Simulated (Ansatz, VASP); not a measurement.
# BeS: VASP beside Ansatz

```
S Be
1.0
     0.00000    2.42500    2.42500
     2.42500    0.00000    2.42500
     2.42500    2.42500    0.00000
S Be
1 1
Direct
  0.75000 0.75000 0.75000
  0.00000 0.00000 0.00000
```

Alike in both runs: task electric field gradients; functional PBE; k mesh 9 × 9 × 9; occupations fermi-dirac, width 0.05 eV; no spin polarisation.

|  | VASP | Ansatz |
| --- | --- | --- |
| version | VASP 6.6.1 | Ansatz 0.2.0 |
| potentials or method | VASP PAW PBE potentials, release 64 (S, Be), cutoff 520 eV | all-electron PAW datasets made for the crystal |

|  | VASP | Ansatz | Ansatz less VASP |
| --- | --- | --- | --- |
| gap on the k mesh at the Fermi level (eV) | 3.20 | 3.20 | 0.000 |
| least direct gap on the mesh (eV) | 5.67 | 5.65 | -0.016 |
| pressure (GPa) | 1.6 | 1.5 | -0.03 |

Ansatz ran all-electron here, and VASP with PAW potentials.
